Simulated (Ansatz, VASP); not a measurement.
Two plane-wave programs on B3N2

File INCAR:

```
SYSTEM = B3N2
  PREC = Accurate
  ENCUT = 520
  EDIFF = 1E-7
  ISMEAR = 0
  SIGMA = 0.1
  LREAL = .False.
  LASPH = .True.
  NELM = 150
  ALGO = Normal
  ISIF = 2
  LWAVE = .False.
  LCHARG = .True.
  ISPIN = 2
  MAGMOM = 0 0 0 1 1
  LORBIT = 11
  GGA = PE
  LELF = .True.
  LVHAR = .True.
  NBANDS = 22
```

Contents of KPOINTS:

```
Automatic mesh
0
Gamma
  6 6 6
  0 0 0
```

POSCAR

```
B3N2
1.0
    1.9833980073      1.1451153734      3.9188230086
   -1.9833980073      1.1451153734      3.9188230086
    0.0000000000     -2.2902307469      3.9188230086
B N
3 2
Direct
    0.0000000000      0.2770450144      0.7229549856
    0.7229549856      0.0000000000      0.2770450144
    0.2770450144      0.7229549856      0.0000000000
    0.3334493516      0.3334493516      0.3334493516
    0.6665506484      0.6665506484      0.6665506484
```

Input for Ansatz:

```yaml
crystal:
  lattice:
    - [1.9833980073, 1.1451153734, 3.9188230086]
    - [-1.9833980073, 1.1451153734, 3.9188230086]
    - [0.0, -2.2902307469, 3.9188230086]
  atoms:
    - { symbol: B, position: [0.0, 0.2770450144, 0.7229549856] }
    - { symbol: B, position: [0.7229549856, 0.0, 0.2770450144] }
    - { symbol: B, position: [0.2770450144, 0.7229549856, 0.0] }
    - { symbol: "N", position: [0.3334493516, 0.3334493516, 0.3334493516], spin: 1.0 }
    - { symbol: "N", position: [0.6665506484, 0.6665506484, 0.6665506484], spin: 1.0 }
basis:
  ecutwfc: 420
kpoints:
  mp_grid: { grid: [6, 6, 6] }
hamiltonian:
  xc: pbe
scf:
  occupations: { method: gaussian, width: 0.1 }
  lower_state_search: "off"
output:
  forces: true
  stress: true
  eigenvalues: true
  populations: true
magnetization:
  spin_polarized: true
```

Change from the starting cell: species swapped into the Ni3Se2 type (R32, No. 155).

Alike in both runs: task single point; functional PBE; k mesh 6 × 6 × 6; occupations gaussian, width 0.1 eV; collinear spin.

|  | VASP | Ansatz |
| --- | --- | --- |
| version | VASP 6.6.1 | Ansatz 0.2.0 |
| potentials or method | VASP PAW PBE potentials, release 64 (B, N), cutoff 520 eV | scalar-relativistic, plane waves, PAW |
| valence electrons in the cell | 19 | 19 |

Ansatz gave:

| Item | Value |
| --- | --- |
| gap on the k mesh at the Fermi level (eV) | none |
| pressure (GPa) | 0.1 |
| traceless stress, the component that is largest in VASP (GPa) | 0.26 |
| rms of the force components (eV/Å) | 0.003 |
| net moment per atom (μB) | 0.00 |

**Question.** What did VASP give for the same quantities?

**Answer.** gap on the k mesh at the Fermi level (eV): none; pressure (GPa): 0.1; traceless stress, the component that is largest in VASP (GPa): 0.06; rms of the force components (eV/Å): 0.009; net moment per atom (μB): 0.00.

Atom by atom the forces differ by 0.012 eV/Å (rms over components). A gap of «none» marks a metal or a gap that the smearing closes. Ansatz's warnings: seeded moment not kept.
